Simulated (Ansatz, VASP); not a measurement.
**Two plane-wave programs on B2As3**

```xyz
10
Lattice="3.4438 -0.0033 -0.3752 -1.7253 3.0001 0.1715 -1.6825 -0.0866 15.2543" Properties=species:S:1:pos:R:3 pbc="T T T"
B     0.5503    0.4390   12.2340
B     1.9523   -0.5713    9.2835
B    -0.5146    2.4714    2.8164
B    -0.1914    0.4814    5.5955
As    0.0349    0.8623   14.2851
As   -1.2458   -0.5616   11.7428
As   -1.5645    1.4269    9.0049
As    0.0028    2.0478    0.7656
As   -0.4371    0.4751    3.5115
As    1.6002    1.4833    6.0460
```

Change from the starting cell: cell x1, atoms moved at random (sigma 0.15 Å) and cell strained at random (1.5 %), then relaxed without symmetry.

Alike in both runs: functional PBE; k mesh 6 × 6 × 2; occupations gaussian, width 0.2 eV; no spin polarisation.

Ansatz relaxed the structure, and its values are those at the end. VASP's run is a single point on that final structure, the one shown.

```csv
,VASP,Ansatz
version,VASP 6.6.1,Ansatz 0.2.0
potentials or method,"VASP PAW PBE potentials, release 64 (B, As), cutoff 520 eV","scalar-relativistic, plane waves, PAW"
valence electrons in the cell,42,102
```

|  | VASP | Ansatz | Ansatz less VASP |
| --- | --- | --- | --- |
| gap on the k mesh at the Fermi level (eV) | none | none | - |
| pressure (GPa) | 0.5 | 0.1 | -0.45 |
| rms of the force components (eV/Å) | 0.014 | 0.004 | -0.0102 |

A gap of «none» marks a metal or a gap that the smearing closes. The functional is the same, so the differences come from potentials, cutoffs and numerics. VASP's potentials hold 42 valence electrons a cell and Ansatz's 102, so a difference there can come from the potentials and not from the codes.
